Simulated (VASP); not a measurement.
Runs of VASP 6.6.1 on Mg. The structure is that of space group P6/mmm (No. 191), or close to it. The cells are those of the table. This isn't the form of Mg at room conditions, which is hcp.

```csv
level,cell,k mesh,smearing,gap on the mesh (eV),pressure (GPa)
PBE,"a = 2.966, b = 2.966, c = 2.915 Å, angles 90.0, 90.0, 120.0°, 1 atom",15 × 15 × 14,gaussian 0.1 eV,none,5.0
PBEsol,"a = 3.133, b = 3.133, c = 2.854 Å, angles 90.0, 90.0, 120.0°, 1 atom",15 × 15 × 14,gaussian 0.1 eV,none,0.8
PBEsol,"a = 2.952, b = 2.952, c = 2.901 Å, angles 90.0, 90.0, 120.0°, 1 atom",15 × 15 × 14,gaussian 0.1 eV,none,4.9
PBEsol,"a = 3.001, b = 3.001, c = 3.087 Å, angles 90.0, 90.0, 120.0°, 1 atom",15 × 15 × 14,gaussian 0.1 eV,none,1.6
PBE,"a = 2.966, b = 2.966, c = 2.915 Å, angles 90.0, 90.0, 120.0°, 1 atom",15 × 15 × 14,methfessel-paxton 0.1 eV,none,5.0
PBEsol,"a = 3.007, b = 3.007, c = 2.819 Å, angles 90.0, 90.0, 120.0°, 1 atom",15 × 15 × 14,gaussian 0.1 eV,none,(b)
PBEsol,"a = 3.117, b = 3.117, c = 3.157 Å, angles 90.0, 90.0, 120.0°, 1 atom",15 × 15 × 12,gaussian 0.1 eV,none,(a)
```

Alike in all rows: task single point; potentials or basis VASP PAW PBE potentials, release 64 (Mg); no spin polarisation; cutoff (eV) 600.

**Question.** Fill in the values left out.

**Answer.** (a) -1.4; (b) 4.3.

Caveats: the PAW data sets were made with another functional, which shifts forces and pressure a little (at least some runs); the cell stands under pressure (at least some runs); the stress differs along the axes, from -2 to 6 GPa (at least some runs).

A gap of «none» marks levels without a gap at the run's occupations.
